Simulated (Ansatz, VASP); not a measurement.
Two plane-wave programs on C

```xyz
4
Lattice="2.4587 0.0000 0.0000 -1.2294 2.1293 0.0000 0.0000 0.0000 7.2458" Properties=species:S:1:pos:R:3 pbc="T T T"
C    -0.4260    0.0000    0.0181
C     0.4260    0.0000    3.6410
C    -0.4260    1.4196    0.0181
C     1.6554    0.7098    3.6410
```

Change from the starting cell: mode 4 frozen in at -0.426 Å and mode 5 at -0.000 Å (largest displacements).

Alike in both runs: task single point; functional PBEsol; k mesh 18 × 18 × 6; occupations gaussian, width 0.15 eV; no spin polarisation.

|  | VASP | Ansatz |
| --- | --- | --- |
| version | VASP 6.6.1 | Ansatz 0.2.0 |
| potentials or method | VASP PAW PBE potentials, release 64 (C), cutoff 520 eV | scalar-relativistic, plane waves, PAW |
| valence electrons in the cell | 16 | 16 |

```tsv
	VASP	Ansatz	Ansatz less VASP
gap on the k mesh at the Fermi level (eV)	none	none	-
least direct gap on the mesh (eV)	0.00	0.00	0.000
pressure (GPa)	0.8	0.1	-0.68
traceless stress, the component that is largest in VASP (GPa)	-0.44	0.31	+0.748
rms of the force components (eV/Å)	0.006	0.006	0.0000
```

VASP's potentials were made for PBE, not for PBEsol, and Ansatz warns of the same on its side. Atom by atom the forces differ by 0.000 eV/Å (rms over components). A gap of «none» marks a metal or a gap that the smearing closes. With one functional, cell and mesh, what is left measures potentials, basis and numerics.

A gap of «none» marks a metal or a gap under the smearing width.
